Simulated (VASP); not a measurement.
Wanted: the native input for a VASP 6.6.1 run.

```
Task                   : single point
Functional             : PBE
Dispersion             : D3(BJ)
Potentials or basis    : VASP PAW PBE potentials, release 64 (Sn_d, Se)
Cutoff                 : 520 eV
k mesh                 : 10 × 10 × 10
Occupations            : gaussian, width 0.02 eV
Spin                   : no spin polarisation
Dipole correction      : no
Further INCAR settings : ALGO = Normal; EDIFF = 1e-06; NBANDS = 17
```

The structure of SnSe lies in POSCAR:

```
SnSe
1.0
    0.0000000000      3.0473870296      3.0473870296
    3.0473870296      0.0000000000      3.0473870296
    3.0473870296      3.0473870296      0.0000000000
Sn Se
1 1
Direct
    0.0000000000      0.0000000000      0.0000000000
    0.5000000000      0.5000000000      0.5000000000
```

This cell differs from its parent crystal: volume scaled by 1.06.

The input as run:

INCAR

```
  ALGO = Normal
  EDIFF = 1E-6
  ENCUT = 520
  GGA = PE
  ISIF = 2
  ISMEAR = 0
  IVDW = 12
  LASPH = T
  LCHARG = T
  LELF = T
  LREAL = F
  LVHAR = T
  LWAVE = F
  NBANDS = 17
  NELM = 60
  PREC = Accurate
  SIGMA = 0.02
```

KPOINTS

```
k-points
0
Gamma
  10 10 10
```

Potentials or basis: VASP PAW PBE potentials, release 64 (Sn_d, Se).

Command:

```bash
$ cat potpaw_PBE.64/Sn_d/POTCAR potpaw_PBE.64/Se/POTCAR > POTCAR
$ mpirun -np 1 vasp_std > vasp.out
```

It gave:

The pressure is -2.7 GPa and the band gap on the k mesh is 0.43 eV, direct. The dispersion energy per atom is -0.340 eV.

Caveat: spin-orbit coupling is left out, which moves the levels of the heavy elements.

Run time: 17 s on 1 thread of Intel(R) Xeon(R) 6975P-C (Granite Rapids), with other jobs on the host, peak memory 0.21 GiB.
